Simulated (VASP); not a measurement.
## Si7C: single point with LDA

Si7C:

```xyz
8
Lattice="1.7927 -3.1050 0.0000 -0.0231 -0.0134 -5.9865 5.4394 3.1405 0.0279" Properties=species:S:1:pos:R:3 pbc="T T T"
Si    1.7798   -1.0425   -5.5855
Si    1.8912    1.0919   -2.5684
Si    5.3125    0.9971   -2.6099
Si    1.7597   -1.0540   -3.2685
Si    3.6114    2.0851   -3.6938
Si    2.0554    1.1867   -0.2577
Si    5.2298    0.9494   -0.2372
C     3.6107    2.0847   -5.6134
```

```json
{
 "Program": "VASP 6.6.1",
 "Task": "single point",
 "Functional": "LDA",
 "Potentials or basis": "VASP PAW LDA potentials, release 64 (Si, C)",
 "Cutoff": "520 eV",
 "k mesh": "12 × 8 × 8",
 "Occupations": "gaussian, width 0.01 eV",
 "Spin": "no spin polarisation",
 "Dipole correction": "no",
 "Further INCAR settings": "ALGO = Normal; EDIFF = 1e-07; NBANDS = 26"
}
```

| Quantity | Value |
| --- | --- |
| Pressure | 0.1 GPa |
| Largest force | 0.015 eV/Å |
| Band gap on the k mesh | zero (bands 16 and 17 overlap by 0.27 eV) |

Forces on the atoms (eV/Å):
```
Si   0.000  0.000  0.005
Si   0.000  0.000  0.003
Si  -0.002 -0.001  0.005
Si  -0.003 -0.002  0.000
Si   0.000  0.000  0.009
Si  -0.008 -0.005 -0.011
Si   0.008  0.005 -0.011
C    0.006  0.003  0.000
```

Levels at points of the mesh, in eV from the Fermi level:
```tsv
k point	band 14	band 15	band 16	band 17	band 18	band 19
(0.00, 0.00, 0.00)	-0.84	-0.47	0.09	0.52	1.07	2.29
(0.50, 0.00, 0.00)	-3.21	-2.87	-2.69	0.90	1.19	3.03
(0.00, 0.50, 0.00)	-0.83	-0.45	-0.22	-0.19	1.16	1.56
(0.50, 0.50, 0.00)	-2.44	-2.20	-1.95	1.11	1.83	2.20
(0.00, 0.00, 0.50)	-1.38	-0.99	-0.07	0.28	1.28	2.67
(0.50, 0.00, 0.50)	-3.14	-1.52	-1.49	-0.01	0.27	2.07
(0.00, 0.50, 0.50)	-1.46	-1.30	-1.11	0.43	1.62	1.75
(0.50, 0.50, 0.50)	-2.32	-2.13	-2.02	0.33	0.65	1.03
```

Run time: 13 min on 1 thread of Oxide Virtual Turin-like Processor, on a shared host, peak memory 0.62 GiB.

Caveat: semilocal functionals underestimate gaps, and a narrow one can read as zero.
